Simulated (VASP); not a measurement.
# ZrB2: electric field gradients with PBE

Crystal: ZrB2.

```
Zr B
1.0
     3.14376    0.00000    0.00000
    -1.57188    2.72257    0.00000
     0.00000    0.00000    3.49638
Zr B
1 2
Direct
  0.00000 0.00000 0.00000
  0.33333 0.66667 0.50000
  0.66667 0.33333 0.50000
```

This cell differs from its parent crystal: volume scaled by 0.98.

```
Program                : VASP 6.6.1
Task                   : electric field gradients
Functional             : PBE
Potentials or basis    : VASP PAW PBE potentials, release 64 (Zr_sv, B)
Cutoff                 : 520 eV
k mesh                 : 12 × 12 × 9
Occupations            : fermi-dirac, width 0.05 eV
Spin                   : no spin polarisation
Dipole correction      : no
Further INCAR settings : ALGO = Normal; EDIFF = 1e-08; NBANDS = 16
```

| Quantity | Value |
| --- | --- |
| Pressure | 7.8 GPa |
| Band gap on the k mesh | zero (band 9 reaches 11.60 eV, above the bottom of band 10 at 10.28 eV) |

Stress tensor (GPa, compression positive):
```
7.39 0.00 0.00
0.00 7.39 0.00
0.00 0.00 8.55
```

Levels at points of the mesh, in eV from the Fermi level:
| k point | band 7 | band 8 | band 9 | band 10 | band 11 | band 12 |
| --- | --- | --- | --- | --- | --- | --- |
| (0.00, 0.00, 0.00) | -2.78 | -2.72 | -2.40 | 3.44 | 3.44 | 4.25 |
| (0.50, 0.00, 0.00) | -4.06 | -3.17 | -2.84 | 2.21 | 2.30 | 5.00 |

Electric field gradients, principal values (V/Å²):
```tsv
atom	least	middle	greatest (by size)
1 Zr	-20.694	-20.695	41.389
2 B	-0.798	-0.798	1.596
3 B	-0.798	-0.798	1.596
```

Run time: 16 s on 1 thread of Intel(R) Xeon(R) 6975P-C (Granite Rapids) (shared host), peak memory 0.17 GiB.

Caveat: without QUAD_EFG the Cq values of the log hold for a quadrupole moment of 1 mb, not for the nuclei.
